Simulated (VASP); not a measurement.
# BAs (F-43m) in VASP: further runs, part 2 of 2

VASP 6.6.1. The steps go on from the part before.

### Step 6. Single point, r2SCAN (volume changed by +3%)

Contents of POSCAR:

```
BAs
1.0
    0.0000000000      2.4155533236      2.4155533236
    2.4155533236      0.0000000000      2.4155533236
    2.4155533236      2.4155533236      0.0000000000
B As
1 1
Direct
    0.0000000000      0.0000000000      0.0000000000
    0.2500000000      0.2500000000      0.2500000000
```

Contents of INCAR.step1:

```
PREC = Accurate ; ENCUT = 520
ISMEAR = 0 ; SIGMA = 0.01
LREAL = False ; LASPH = True
NELM = 80 ; NBANDS = 11
GGA = PE ; ALGO = Normal
EDIFF = 1E-4 ; LWAVE = True
LCHARG = False
```

Contents of INCAR.step2:

```
PREC = Accurate ; ENCUT = 520
EDIFF = 1E-7 ; ISMEAR = 0
SIGMA = 0.01 ; LREAL = False
LASPH = True ; NELM = 80
ALGO = Normal ; ISIF = 2
LWAVE = False ; LCHARG = False
METAGGA = R2SCAN ; LMIXTAU = True
NBANDS = 11 ; ISTART = 1
```

Contents of KPOINTS:

```
Automatic mesh
0
Gamma
  8 8 8
```

Potentials or basis: VASP PAW PBE potentials, release 64 (B, As).

The run is started by

```bash
> cat potpaw_PBE.64/B/POTCAR potpaw_PBE.64/As/POTCAR > POTCAR
> cp INCAR.step1 INCAR
> mpirun -np 1 vasp_std > vasp.out
> cp INCAR.step2 INCAR
> mpirun -np 1 vasp_std > vasp.out
```

OUTCAR:

```text
PREC = Accurate
   ENCUT = 520
   EDIFF = 1E-7
   ISMEAR = 0
   LREAL = False
   LASPH = True
   NELM = 80
   ISIF = 2
   METAGGA = R2SCAN
   ISTART = 1

 ion  position               nearest neighbor table
   1  0.000  0.000  0.000-   2 2.09   2 2.09   2 2.09   2 2.09
   2  0.250  0.250  0.250-   1 2.09   1 2.09   1 2.09   1 2.09

  LATTYP: Found a face centered cubic cell.
 ALAT       =     4.8311066472

  Lattice vectors:

 A1 = (   0.0000000000,   2.4155533236,   2.4155533236)
 A2 = (   2.4155533236,   0.0000000000,   2.4155533236)
 A3 = (   2.4155533236,   2.4155533236,   0.0000000000)

Analysis of symmetry for initial positions (statically):
=====================================================================
 Subroutine PRICEL returns:
 Original cell was already a primitive cell.

 Routine SETGRP: Setting up the symmetry group for a
 face centered cubic supercell.

 Subroutine GETGRP returns: Found 24 space group operations
 (whereof 24 operations were pure point group operations)
 out of a pool of 48 trial point group operations.

The static configuration has the point symmetry T_d .

Analysis of symmetry for dynamics (positions and initial velocities):
=====================================================================
 Subroutine PRICEL returns:
 Original cell was already a primitive cell.

 Routine SETGRP: Setting up the symmetry group for a
 face centered cubic supercell.

 Subroutine GETGRP returns: Found 24 space group operations
 (whereof 24 operations were pure point group operations)
 out of a pool of 48 trial point group operations.

The dynamic configuration has the point symmetry T_d .

 Subroutine INISYM returns: Found 24 space group operations
 (whereof 24 operations are pure point group operations),
 and found     1 'primitive' translations

----------------------------------------------------------------------------------------

                                     Primitive cell

  volume of cell :      28.1890

  direct lattice vectors                    reciprocal lattice vectors
     0.000000000  2.415553324  2.415553324    -0.206991912  0.206991912  0.206991912
     2.415553324  0.000000000  2.415553324     0.206991912 -0.206991912  0.206991912
     2.415553324  2.415553324  0.000000000     0.206991912  0.206991912 -0.206991912

  length of vectors
     3.416108271  3.416108271  3.416108271     0.358520508  0.358520508  0.358520508

  position of ions in fractional coordinates (direct lattice)
     0.000000000  0.000000000  0.000000000
     0.250000000  0.250000000  0.250000000

  ion indices of the primitive-cell ions
   primitive index   ion index
                 1           1
                 2           2

----------------------------------------------------------------------------------------

 KPOINTS: Automatic mesh

Automatic generation of k-mesh.
 Grid dimensions read from file:
 generate k-points for:    8    8    8

 Generating k-lattice:

  Cartesian coordinates                     Fractional coordinates (reciprocal lattice)
    -0.025873989  0.025873989  0.025873989     0.125000000  0.000000000  0.000000000
[... 39 lines left out ...]
 -0.375000  0.250000  0.125000     24.000000
 [... further k-points ...]
   k-points           NKPTS =     29   k-points in BZ     NKDIM =     29   number of bands    NBANDS=     11
   number of dos      NEDOS =    301   number of ions     NIONS =      2
   total plane-waves  NPLWV =  21952
   dimension x,y,z NGX =    28 NGY =   28 NGZ =   28
   dimension x,y,z NGXF=    56 NGYF=   56 NGZF=   56
   ions per type =               1   1
   NGX,Y,Z   is equivalent  to a cutoff of  13.63, 13.63, 13.63 a.u.
   NGXF,Y,Z  is equivalent  to a cutoff of  27.25, 27.25, 27.25 a.u.
 SYSTEM =  unknown system
   PREC   = accura    normal or accurate (medium, high low for compatibility)
   ISTART =      1    job   : 0-new  1-cont  2-samecut
   ICHARG =      0    charge: 1-file 2-atom 10-const
   ISPIN  =      1    spin polarized calculation?
   LNONCOLLINEAR =      F non collinear calculations
   LSORBIT =      F    spin-orbit coupling
   LASPH  =      T    aspherical Exc in radial PAW
   ENCUT  =  520.0 eV  38.22 Ry    6.18 a.u.   6.35  6.35  6.35*2*pi/ulx,y,z
   NELM   =     80;   NELMIN=  2; NELMDL=  0     # of ELM steps
   EDIFF  = 0.1E-06   stopping-criterion for ELM
   LREAL  =      F    real-space projection
   EDIFFG = 0.1E-05   stopping-criterion for IOM
   NSW    =      0    number of steps for IOM
   IBRION =     -1    ionic relax: 0-MD 1-quasi-New 2-CG
   NFREE  =      0    steps in history (QN), initial steepest desc. (CG)
   ISIF   =      2    stress and relaxation
   ISYM   =      2    0-nonsym 1-usesym 2-fastsym
   POTIM  = 0.5000    time-step for ionic-motion
   TEBEG  =    0.0;   TEEND  =   0.0 temperature during run
   PSTRESS=    0.0 pullay stress
   NELECT =       8.0000    total number of electrons
   NUPDOWN=      -1.0000    fix difference up-down
   EMIN   =  10.00;   EMAX   =-10.00  energy-range for DOS
   EFERMI =   0.00;   METHOD = LEGACY
   ISMEAR =     0;   SIGMA  =   0.01  broadening in eV -4-tet -1-fermi 0-gaus
   EFERMI_NEDOS =   21; number of points for ismear=-14 and -15
   IALGO  =     38    algorithm
   IMIX   =      4    mixing-type and parameters
     AMIX     =   0.40;   BMIX     =  1.00
     AMIX_MAG =   1.60;   BMIX_MAG =  1.00
  volume/ion in A,a.u.               =      14.09        95.11
  Fermi-wavevector in a.u.,A,eV,Ry     =   1.075833  2.033030 15.747610  1.157417
  Thomas-Fermi vector in A             =   2.211701
   LORBIT       =      0    0 simple, 1 ext, 2 COOP (PROOUT), +10 PAW based schemes
   METAGGA = R2SCAN    functional components
   LHFCALC =     F    Hartree Fock is set to
   AEXX    =    0.0000 exact exchange contribution
   IVDW    =     0    specifies the selected vdW correction
   LEPSILON=     F    determine dielectric tensor
   LRPA    =     F    only Hartree local field effects (RPA)
 non-spin polarized calculation
 Gauss-broadening in eV      SIGMA  =   0.01
  energy-cutoff  :      520.00
  volume of cell :       28.19
 maximum number of plane-waves:       775
 NGX is ok and might be reduce to    28
   NGX = 13   NGY = 13   NGZ = 13

 number of electron       8.0000000 magnetization

 Free energy of the ion-electron system (eV)
  ---------------------------------------------------
  ext. energy  EPLUGINS =         0.00000000
  ---------------------------------------------------
  free energy    TOTEN  =       -22.24507388 eV

  energy without entropy =      -22.24507388  energy(sigma->0) =      -22.24507388

 E-fermi :   5.7991     XC(G=0): -10.9805

 val. band max:        5.6518715004   @ k =   0.0000   0.0000   0.0000
 cond. band min:       7.0664656029   @ k =   0.3750   0.3750   0.0000
 fundamental gap:      1.4145941025
 Fermi energy:         5.7990742655

 k-point     1 :       0.0000    0.0000    0.0000
  band No.  band energies     occupation
      1     -10.1899      2.00000
      2       5.6519      2.00000
      3       5.6519      2.00000
      4       5.6519      2.00000
      5       9.0598      0.00000
      6       9.0598      0.00000
      7       9.0598      0.00000
      8      10.3561      0.00000
      9      15.8485      0.00000
     10      18.9614      0.00000
     11      18.9614      0.00000
[... 309 lines left out ...]
 k-point    24 :      -0.3750    0.2500    0.1250
  band No.  band energies     occupation
      1      -6.6997      2.00000
      2      -2.8786      2.00000
      3       0.9926      2.00000
      4       2.5276      2.00000
      5       9.9080      0.00000
      6      10.6281      0.00000
      7      13.4485      0.00000
      8      15.0688      0.00000
      9      16.4436      0.00000
     10      20.4205      0.00000
     11      21.5447      0.00000

 [... further k-points ...]

------------------------ aborting loop because EDIFF is reached ----------------------------------------

  FORCE on cell =-STRESS in cart. coord.  units (eV):
  Direction    XX          YY          ZZ          XY          YZ          ZX
  --------------------------------------------------------------------------------------
  -------------------------------------------------------------------------------------
  Total       -0.6568131     -0.6568131     -0.6568131     -0.0000000      0.0000000      0.0000000
  in kB      -37.3312476    -37.3312476    -37.3312476     -0.0000000      0.0000000      0.0000000
  external PRESSURE =     -37.3312476 kB  Pullay stress =       0.0000000 kB

 VOLUME and BASIS-vectors are now :
 -----------------------------------------------------------------------------
  energy-cutoff  :      520.00
  volume of cell :       28.19
      direct lattice vectors                 reciprocal lattice vectors
     0.000000000  2.415553324  2.415553324    -0.206991912  0.206991912  0.206991912
     2.415553324  0.000000000  2.415553324     0.206991912 -0.206991912  0.206991912
     2.415553324  2.415553324  0.000000000     0.206991912  0.206991912 -0.206991912

 POSITION                                       TOTAL-FORCE (eV/Angst)
 -----------------------------------------------------------------------------------
      0.00000      0.00000      0.00000        -0.000000     -0.000000     -0.000000
      1.20778      1.20778      1.20778         0.000000      0.000000      0.000000
 -----------------------------------------------------------------------------------
    total drift:                               -0.000000     -0.000000     -0.000000

  FREE ENERGIE OF THE ION-ELECTRON SYSTEM (eV)
  ---------------------------------------------------
  free  energy   TOTEN  =       -22.2450738754 eV

  energy  without entropy=      -22.2450738754  energy(sigma->0) =      -22.24507388
```

OUTCAR.step1:

```text
PREC = Accurate
   ENCUT = 520
   ISMEAR = 0
   LREAL = False
   LASPH = True
[... 558 lines left out ...]
      0.00000      0.00000      0.00000         0.000000      0.000000      0.000000
      1.20778      1.20778      1.20778        -0.000000     -0.000000     -0.000000
 -----------------------------------------------------------------------------------
    total drift:                               -0.000000     -0.000000     -0.000000

  FREE ENERGIE OF THE ION-ELECTRON SYSTEM (eV)
  ---------------------------------------------------
  free  energy   TOTEN  =       -11.4106019919 eV

  energy  without entropy=      -11.4106019919  energy(sigma->0) =      -11.41060199
```

OSZICAR.step1:

```text
N       E                     dE             d eps       ncg     rms          rms(c)
DAV:   1     0.115056910235E+02    0.11506E+02   -0.36442E+03   638   0.632E+02
DAV:   2    -0.112518489454E+02   -0.22758E+02   -0.21581E+02   852   0.101E+02
DAV:   3    -0.119851101815E+02   -0.73326E+00   -0.73193E+00   812   0.171E+01
DAV:   4    -0.119870315131E+02   -0.19213E-02   -0.19213E-02   704   0.102E+00
DAV:   5    -0.119870346713E+02   -0.31582E-05   -0.31582E-05   774   0.447E-02    0.470E+00
DAV:   6    -0.114682288073E+02    0.51881E+00   -0.14836E+00   674   0.485E+00    0.229E+00
DAV:   7    -0.114164430553E+02    0.51786E-01   -0.16846E-01   734   0.203E+00    0.957E-01
DAV:   8    -0.114101328529E+02    0.63102E-02   -0.19498E-02   704   0.788E-01    0.952E-02
DAV:   9    -0.114104368698E+02   -0.30402E-03   -0.78617E-04   728   0.158E-01    0.552E-02
DAV:  10    -0.114105958708E+02   -0.15900E-03   -0.19548E-04   673   0.848E-02    0.118E-02
DAV:  11    -0.114106019919E+02   -0.61210E-05   -0.54433E-06   346   0.158E-02
   1 F= -.11410602E+02 E0= -.11410602E+02  d E =-.291761E-13
```

Run time: 1.8 min. Hardware: 1 thread of AMD EPYC, shared host; peak memory 0.13 GiB.

What came out:

* Free energy: -22.2451 eV
* Pressure: -3.7 GPa
* Band gap on the k mesh: 1.41 eV, indirect (least direct gap 3.41 eV)

Levels at points of the mesh, in eV from the valence-band top:
```tsv
k point	band 1	band 2	band 3	band 4	band 5	band 6	band 7	band 8	band 9
(0.00, 0.00, 0.00)	-15.84	0.00	0.00	0.00	3.41	3.41	3.41	4.70	10.20
(0.50, 0.00, 0.00)	-12.94	-8.99	-1.88	-1.88	2.77	5.02	5.02	9.50	13.37
(0.50, 0.50, 0.00)	-11.56	-8.87	-4.16	-4.16	1.65	1.72	11.83	11.83	13.56
```

Caveat: the PAW data sets were made with another functional, which shifts forces and pressure a little. A k mesh can miss the band edges.

### Step 7. Summary

```csv
level,cell,k mesh,gap on the mesh (eV),pressure (GPa)
PBE,"a = 3.383 Å, angles 60.0°, 2 atoms",10 × 10 × 10,1.18,2.8
r2SCAN,"a = 3.314 Å, angles 60.0°, 2 atoms",8 × 8 × 8,1.32,10.3
r2SCAN,"a = 3.348 Å, angles 60.0°, 2 atoms",8 × 8 × 8,1.35,4.9
r2SCAN,"a = 3.383 Å, angles 60.0°, 2 atoms",8 × 8 × 8,1.39,0.3
r2SCAN,"a = 3.416 Å, angles 60.0°, 2 atoms",8 × 8 × 8,1.41,-3.7
```

Alike in all rows: task single point; potentials or basis VASP PAW PBE potentials, release 64 (B, As); no spin polarisation; cutoff (eV) 520; smearing gaussian 0.01 eV.

Caveats: the PAW data sets were made with another functional, which shifts forces and pressure a little (some runs).

Absolute energies hang on the potentials; compare differences alone.
